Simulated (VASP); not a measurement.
Here is a VASP 6.6.1 calculation.

POSCAR

```
BeS
1.0
    0.0000000000      2.3943836082      2.4343062304
    2.3943836082      0.0000000000      2.4343062304
    2.3943836082      2.3943836082      0.0000000000
Be S
1 1
Direct
    0.0000000000      0.0000000000      0.0000000000
    0.2500000000      0.2500000000      0.2500000000
```

Contents of INCAR.step1:

```
SYSTEM = BeS
PREC = Accurate ; ENCUT = 520
ISMEAR = 0 ; SIGMA = 0.01
LREAL = .False. ; LASPH = .True.
NELM = 60 ; NBANDS = 11
GGA = PE ; ALGO = Normal
EDIFF = 1E-4 ; LWAVE = .True.
LCHARG = .False.
```

File INCAR.step2:

```
SYSTEM = BeS
PREC = Accurate ; ENCUT = 520
EDIFF = 1E-6 ; ISMEAR = 0
SIGMA = 0.01 ; LREAL = .False.
LASPH = .True. ; NELM = 60
ALGO = Normal ; ISIF = 2
LWAVE = .False. ; LCHARG = .False.
METAGGA = R2SCAN ; LMIXTAU = .True.
NBANDS = 11 ; ISTART = 1
```

Contents of KPOINTS:

```
Automatic mesh
0
Gamma
  10 10 10
  0 0 0
```

Potentials or basis: VASP PAW PBE potentials, release 64 (Be, S).

The run is started by

```console
$ cat potpaw_PBE.64/Be/POTCAR potpaw_PBE.64/S/POTCAR > POTCAR
$ cp INCAR.step1 INCAR
$ mpirun -np 1 vasp_std > vasp.out
$ cp INCAR.step2 INCAR
$ mpirun -np 1 vasp_std > vasp.out
```

(1) Estimate the pressure.

(2) Predict the band gap on the k mesh.

Results:

(1) 3.7 GPa.

(2) 3.45 eV, indirect (least direct gap 6.21 eV).

Caveat: the cell differs from its parent crystal (biaxial xy strain -1.6%); the PAW data sets were made with another functional, which shifts forces and pressure a little.
